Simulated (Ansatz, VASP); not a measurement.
## One calculation of Sb, two programs

INCAR

```
SYSTEM = Sb
PREC = Accurate
ENCUT = 520
EDIFF = 1E-7
ISMEAR = 0
SIGMA = 0.1
LREAL = .False.
LASPH = .True.
NELM = 100
ALGO = Normal
ISIF = 2
LWAVE = .False.
LCHARG = .False.
GGA = PE
NBANDS = 8
```

KPOINTS

```
regular mesh
0
Gamma
  18 18 18
  0 0 0
```

File POSCAR:

```
Sb
1.0
    3.1403283718      0.0000000000      0.0000000000
    0.0000000000      3.1403283718      0.0000000000
    0.0000000000      0.0000000000      3.1403290784
Sb
1
Direct
    0.0000000000      0.0000000000      0.0000000000
```

Input for Ansatz:

```yaml
crystal:
  lattice:
    - [3.1403283718, 0.0, 0.0]
    - [0.0, 3.1403283718, 0.0]
    - [0.0, 0.0, 3.1403290784]
  atoms:
    - { symbol: Sb, position: [0.0, 0.0, 0.0] }
basis:
  ecutwfc: 420
kpoints:
  mp_grid: { grid: [18, 18, 18] }
hamiltonian:
  xc: pbe
scf:
  occupations: { method: gaussian, width: 0.1 }
output:
  forces: true
  stress: true
  eigenvalues: true
```

Alike in both runs: task single point; functional PBE; k mesh 18 × 18 × 18; occupations gaussian, width 0.1 eV; no spin polarisation.

|  | VASP | Ansatz |
| --- | --- | --- |
| version | VASP 6.6.1 | Ansatz 0.2.0 |
| potentials or method | VASP PAW PBE potentials, release 64 (Sb), cutoff 520 eV | scalar-relativistic, plane waves, PAW |
| valence electrons in the cell | 5 | 15 |

|  | VASP | Ansatz | Ansatz less VASP |
| --- | --- | --- | --- |
| gap on the k mesh at the Fermi level (eV) | none | none | - |
| pressure (GPa) | -1.6 | -1.5 | +0.04 |

A gap of «none» marks a metal or a gap that the smearing closes. VASP's potentials hold 5 valence electrons a cell and Ansatz's 15, so a difference there can come from the potentials and not from the codes.

Spin-orbit coupling is off throughout.
